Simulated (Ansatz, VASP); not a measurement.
# One calculation of ZnS, two programs

```
Zn S
1.0
    -3.80874    0.00000    0.00000
    -1.90437   -3.29846    0.00000
     0.00000    0.00000   12.96647
Zn S
4 4
Direct
  0.00000 0.00000 0.63096
  0.00000 0.00000 0.15024
  0.33333 0.33333 0.87128
  0.66667 0.66667 0.39056
  0.00000 0.00000 0.81086
  0.00000 0.00000 0.33014
  0.33333 0.33333 0.09011
  0.66667 0.66667 0.57083
```

Alike in both runs: task single point; functional r2SCAN; k mesh 7 × 7 × 2; occupations gaussian, width 0.05 eV; no spin polarisation.

|  | VASP | Ansatz |
| --- | --- | --- |
| version | VASP 6.6.1 | Ansatz 0.2.0 |
| potentials or method | VASP PAW PBE potentials, release 64 (Zn, S), cutoff 520 eV | scalar-relativistic, plane waves, PAW |
| valence electrons in the cell | 72 | 72 |

Ansatz gave:

- gap on the k mesh at the Fermi level (eV): 1.95
- least direct gap on the mesh (eV): 1.95
- pressure (GPa): -1.5
- traceless stress, the component that is largest in VASP (GPa): -1.77
- rms of the force components (eV/Å): 0.324

Estimate VASP's values.

gap on the k mesh at the Fermi level (eV): 1.95; least direct gap on the mesh (eV): 1.95; pressure (GPa): -1.5; traceless stress, the component that is largest in VASP (GPa): -1.77; rms of the force components (eV/Å): 0.326.

VASP's potentials were made for PBE, not for r2SCAN. Atom by atom the forces differ by 0.008 eV/Å (rms over components).
